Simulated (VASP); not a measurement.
# Li16H16O (a cell with a defect) in VASP: further runs

The runs below take Li16H16O (a cell with a defect) through single point, with PBE.

All numbers are computed with VASP 6.6.1; they aren't measurements. Logs are shortened: lines on timing, memory, paths and dates and some standing lists are left out, and cuts for length are marked.

### 1 The cell of the first run

The cell holds a defect, 33 atoms: a = 6.941 Å, b = 6.941 Å, c = 6.941 Å, α = 109.47°, β = 109.47°, γ = 109.47°.

### 2 Single point, PBE (with an interstitial atom, then relaxed in part)

Contents of INCAR:

```
PREC = Accurate
ENCUT = 520
EDIFF = 1E-7
ISMEAR = 0
SIGMA = 0.01
LREAL = Auto
LASPH = True
NELM = 100
ALGO = Normal
ISIF = 2
LWAVE = False
LCHARG = False
GGA = PE
NBANDS = 57
```

Contents of KPOINTS:

```
Automatic mesh
0
Gamma
  2 2 2
  0.5 0.5 0.5
```

Contents of POSCAR:

```
Li16H16O
1.0
   -4.0071000518      4.0071000518     -4.0071000518
    4.0071000518     -4.0071000518     -4.0071000518
   -4.0071000518     -4.0071000518      4.0071000518
Li H O
16 16 1
Direct
    0.0045345659      0.2591297193      0.7500000000
    0.7500000000      0.2591297193      1.0045345659
    0.4954048466      0.2408702807      0.2408702807
    0.2591297193      0.0045345659      0.7500000000
    0.2408702807      0.2408702807      0.4954048466
    1.0095808221      1.0095808221      1.0095808221
    0.7500000000      0.0045345659      0.2591297193
    0.4904191779      0.7500000000      0.7500000000
    0.4954654341      0.0045951534      0.4954654341
    0.2591297193      0.7500000000      1.0045345659
    0.0045345659      0.7500000000      0.2591297193
    0.7500000000      0.4904191779      0.7500000000
    0.7500000000      0.7500000000      0.4904191779
    0.4954654341      0.4954654341      1.0045951534
    0.2408702807      0.4954048466      0.2408702807
    0.0045951534      0.4954654341      0.4954654341
    0.7500000000      0.2527050085      0.4944599487
    0.4944599487      0.2527050085      0.7500000000
    0.2472949915      0.2472949915     -0.0082450598
    0.0055400513      0.0055400513      0.5082450598
   -0.0082450598      0.2472949915      0.2472949915
    0.7500000000      0.0680298620      0.7500000000
    0.5082450598      0.0055400513      0.0055400513
    0.2527050085      0.7500000000      0.4944599487
    0.2472949915     -0.0082450598      0.2472949915
    0.0680298620      0.7500000000      0.7500000000
    0.7500000000      0.7500000000      0.0680298620
    0.4319701380      0.4319701380      0.4319701380
    0.4944599487      0.7500000000      0.2527050085
    0.2527050085      0.4944599487      0.7500000000
    0.0055400513      0.5082450598      0.0055400513
    0.7500000000      0.4944599487      0.2527050085
    0.7500000000      0.7500000000      0.7500000000
```

Potentials or basis: VASP PAW PBE potentials, release 64 (Li_sv, H, O).

Run with:

```console
cat potpaw_PBE.64/Li_sv/POTCAR potpaw_PBE.64/H/POTCAR potpaw_PBE.64/O/POTCAR > POTCAR
mpirun -np 1 vasp_std > vasp.out
```

OUTCAR:

```text
PREC = Accurate
   ENCUT = 520
   EDIFF = 1E-7
   ISMEAR = 0
   LREAL = Auto
   LASPH = True
   NELM = 100
   ISIF = 2
   GGA = PE

 ion  position               nearest neighbor table
   1  0.005  0.259  0.750-
   2  0.750  0.259  0.005-
   3  0.495  0.241  0.241-
   4  0.259  0.005  0.750-
   5  0.241  0.241  0.495-
   6  0.010  0.010  0.010-  33 1.80
   7  0.750  0.005  0.259-
   8  0.490  0.750  0.750-  33 1.80
   9  0.495  0.005  0.495-
  10  0.259  0.750  0.005-
  11  0.005  0.750  0.259-
  12  0.750  0.490  0.750-  33 1.80
  13  0.750  0.750  0.490-  33 1.80
  14  0.495  0.495  0.005-
  15  0.241  0.495  0.241-
  16  0.005  0.495  0.495-
  17  0.750  0.253  0.494-
  18  0.494  0.253  0.750-
  19  0.247  0.247  0.992-
[... 11 lines left out ...]
  31  0.006  0.508  0.006-
  32  0.750  0.494  0.253-
  33  0.750  0.750  0.750-   6 1.80   8 1.80  12 1.80  13 1.80

  LATTYP: Found a body centered cubic cell.
 ALAT       =     8.0142001036

  Lattice vectors:

 A1 = (  -4.0071000518,   4.0071000518,  -4.0071000518)
 A2 = (   4.0071000518,  -4.0071000518,  -4.0071000518)
 A3 = (  -4.0071000518,  -4.0071000518,   4.0071000518)

Analysis of symmetry for initial positions (statically):
=====================================================================
 Subroutine PRICEL returns:
 Original cell was already a primitive cell.

 Routine SETGRP: Setting up the symmetry group for a
 body centered cubic supercell.

 Subroutine GETGRP returns: Found 24 space group operations
 (whereof  6 operations were pure point group operations)
 out of a pool of 48 trial point group operations.

The static configuration has the point symmetry C_3v.
 The point group associated with its full space group is T_d .

Analysis of symmetry for dynamics (positions and initial velocities):
=====================================================================
 Subroutine PRICEL returns:
 Original cell was already a primitive cell.

 Routine SETGRP: Setting up the symmetry group for a
 body centered cubic supercell.

 Subroutine GETGRP returns: Found 24 space group operations
 (whereof  6 operations were pure point group operations)
 out of a pool of 48 trial point group operations.

The dynamic configuration has the point symmetry C_3v.
 The point group associated with its full space group is T_d .

 Subroutine INISYM returns: Found 24 space group operations
 (whereof  6 operations are pure point group operations),
 and found     1 'primitive' translations

----------------------------------------------------------------------------------------

                                     Primitive cell

  volume of cell :     257.3656

  direct lattice vectors                    reciprocal lattice vectors
    -4.007100052  4.007100052 -4.007100052    -0.124778517  0.000000000 -0.124778517
     4.007100052 -4.007100052 -4.007100052     0.000000000 -0.124778517 -0.124778517
    -4.007100052 -4.007100052  4.007100052    -0.124778517 -0.124778517  0.000000000

  length of vectors
     6.940500881  6.940500881  6.940500881     0.176463470  0.176463470  0.176463470

  position of ions in fractional coordinates (direct lattice)
     0.004534566  0.259129719  0.750000000
     0.750000000  0.259129719  0.004534566
     0.495404847  0.240870281  0.240870281
     0.259129719  0.004534566  0.750000000
     0.240870281  0.240870281  0.495404847
     0.009580822  0.009580822  0.009580822
[... 25 lines left out ...]
     0.750000000  0.494459949  0.252705009
     0.750000000  0.750000000  0.750000000

  ion indices of the primitive-cell ions
   primitive index   ion index
                 1           1
                 2           2
                 3           3
                 4           4
                 5           5
                 6           6
[... 25 lines left out ...]
                32          32
                33          33

----------------------------------------------------------------------------------------

 KPOINTS: Automatic mesh

Automatic generation of k-mesh.
 Grid dimensions read from file:
[... 45 lines left out ...]
   IALGO  =     38    algorithm
   IMIX   =      4    mixing-type and parameters
     AMIX     =   0.40;   BMIX     =  1.00
     AMIX_MAG =   1.60;   BMIX_MAG =  1.00
  volume/ion in A,a.u.               =       7.80        52.63
  Fermi-wavevector in a.u.,A,eV,Ry     =   1.060695  2.004424 15.307569  1.125075
  Thomas-Fermi vector in A             =   2.196085
   LORBIT       =      0    0 simple, 1 ext, 2 COOP (PROOUT), +10 PAW based schemes
   GGA     = PE    functional components
   LHFCALC =     F    Hartree Fock is set to
   AEXX    =    0.0000 exact exchange contribution
   IVDW    =     0    specifies the selected vdW correction
   LEPSILON=     F    determine dielectric tensor
   LRPA    =     F    only Hartree local field effects (RPA)
 non-spin polarized calculation
 Gauss-broadening in eV      SIGMA  =   0.01
  energy-cutoff  :      520.00
  volume of cell :      257.37
 maximum number of plane-waves:      6927
 NGX is ok and might be reduce to    54
   NGX = 25   NGY = 25   NGZ = 25

 number of electron      69.9999996 magnetization

 Free energy of the ion-electron system (eV)
  ---------------------------------------------------
  ext. energy  EPLUGINS =         0.00000000
  ---------------------------------------------------
  free energy    TOTEN  =      -100.78042855 eV

  energy without entropy =     -100.77271543  energy(sigma->0) =     -100.77657199

 E-fermi :   0.6832     XC(G=0):  -8.6860

 val. band max:        0.3177368773   @ k =  -0.2500   0.2500   0.2500
 cond. band min:       0.6862031764   @ k =  -0.2500   0.2500   0.2500
 fundamental gap:      0.3684662992
 Fermi energy:         0.6831578793

 k-point     1 :       0.2500    0.2500    0.2500
  band No.  band energies     occupation
      1     -43.9550      2.00000
      2     -43.9550      2.00000
      3     -43.9550      2.00000
      4     -43.9344      2.00000
      5     -43.9265      2.00000
      6     -43.9265      2.00000
[... 39 lines left out ...]
     46       6.4749      0.00000
     47       6.4749      0.00000

 k-point     2 :      -0.2500    0.2500    0.2500
  band No.  band energies     occupation
      1     -43.9651      2.00000
      2     -43.9466      2.00000
      3     -43.9410      2.00000
      4     -43.9410      2.00000
      5     -43.9358      2.00000
      6     -43.9299      2.00000
[... 39 lines left out ...]
     46       6.3958      0.00000
     47       6.6077      0.00000
 [bands above 47 left out]

------------------------ aborting loop because EDIFF is reached ----------------------------------------

  FORCE on cell =-STRESS in cart. coord.  units (eV):
  Direction    XX          YY          ZZ          XY          YZ          ZX
  --------------------------------------------------------------------------------------
  -------------------------------------------------------------------------------------
  Total        4.1133267      4.1133267      4.1133267      0.0000000      0.0000000     -0.0000000
  in kB       25.6066781     25.6066781     25.6066781      0.0000000      0.0000000     -0.0000000
  external PRESSURE =      25.6066781 kB  Pullay stress =       0.0000000 kB

 VOLUME and BASIS-vectors are now :
 -----------------------------------------------------------------------------
  energy-cutoff  :      520.00
  volume of cell :      257.37
      direct lattice vectors                 reciprocal lattice vectors
    -4.007100052  4.007100052 -4.007100052    -0.124778517  0.000000000 -0.124778517
     4.007100052 -4.007100052 -4.007100052     0.000000000 -0.124778517 -0.124778517
    -4.007100052 -4.007100052  4.007100052    -0.124778517 -0.124778517  0.000000000

 POSITION                                       TOTAL-FORCE (eV/Angst)
 -----------------------------------------------------------------------------------
     -1.98514     -4.02551      1.94880        -0.013935      0.013935      0.000874
     -1.98514      1.94880     -4.02551        -0.013935      0.000874      0.013935
     -1.98514      0.05475     -1.98514        -0.013935     -0.000874     -0.013935
     -4.02551     -1.98514      1.94880         0.013935     -0.013935      0.000874
     -1.98514     -1.98514      0.05475        -0.013935     -0.013935     -0.000874
     -0.03839     -0.03839     -0.03839        -0.014074     -0.014074     -0.014074
[... 25 lines left out ...]
     -2.03659      0.01136     -3.97406         0.001196      0.021622     -0.001196
     -3.00533     -3.00533     -3.00533        -0.000000     -0.000000     -0.000000
 -----------------------------------------------------------------------------------
    total drift:                                0.000000      0.000000     -0.000002

  FREE ENERGIE OF THE ION-ELECTRON SYSTEM (eV)
  ---------------------------------------------------
  free  energy   TOTEN  =      -100.7804285494 eV

  energy  without entropy=     -100.7727154334  energy(sigma->0) =     -100.77657199
```

Run time: 43 s. Hardware: 1 thread of Intel Xeon 6975P-C (Granite Rapids), shared host; peak memory 0.37 GiB.

What came out:

| Item | Value |
| --- | --- |
| Free energy | -100.7804 eV |
| Largest force | 0.024 eV/Å |
| Band gap on the k mesh | zero (bands 35 and 36 overlap by 0.37 eV) |

Forces on the atoms (eV/Å):
```
Li  -0.014  0.014  0.001
Li  -0.014  0.001  0.014
Li  -0.014 -0.001 -0.014
Li   0.014 -0.014  0.001
Li  -0.014 -0.014 -0.001
Li  -0.014 -0.014 -0.014
Li   0.014  0.001 -0.014
Li   0.014 -0.014  0.014
Li  -0.001  0.014  0.014
Li   0.001 -0.014  0.014
Li   0.001  0.014 -0.014
Li  -0.014  0.014  0.014
Li   0.014  0.014 -0.014
Li   0.014  0.014 -0.001
Li  -0.001 -0.014 -0.014
Li   0.014 -0.001  0.014
H   -0.001  0.022  0.001
H   -0.001  0.001  0.022
H   -0.001 -0.001 -0.022
H    0.001  0.001 -0.022
H   -0.001 -0.022 -0.001
H    0.005 -0.005 -0.005
H    0.001 -0.022  0.001
H    0.022 -0.001  0.001
H   -0.022 -0.001 -0.001
H   -0.005  0.005 -0.005
H   -0.005 -0.005  0.005
H    0.005  0.005  0.005
H    0.022  0.001 -0.001
H    0.001 -0.001  0.022
H   -0.022  0.001  0.001
H    0.001  0.022 -0.001
O    0.000  0.000  0.000
```

Caveat: the k points lie up to 0.55 Å⁻¹ apart; the cell differs from its parent crystal (with an interstitial atom, then relaxed in part); the cutoff is under 1.25 times the usual one of these potentials, so pressure, stress and relaxed cells hold a basis-set (Pulay) error.

(Continued in part 2 of 2.)
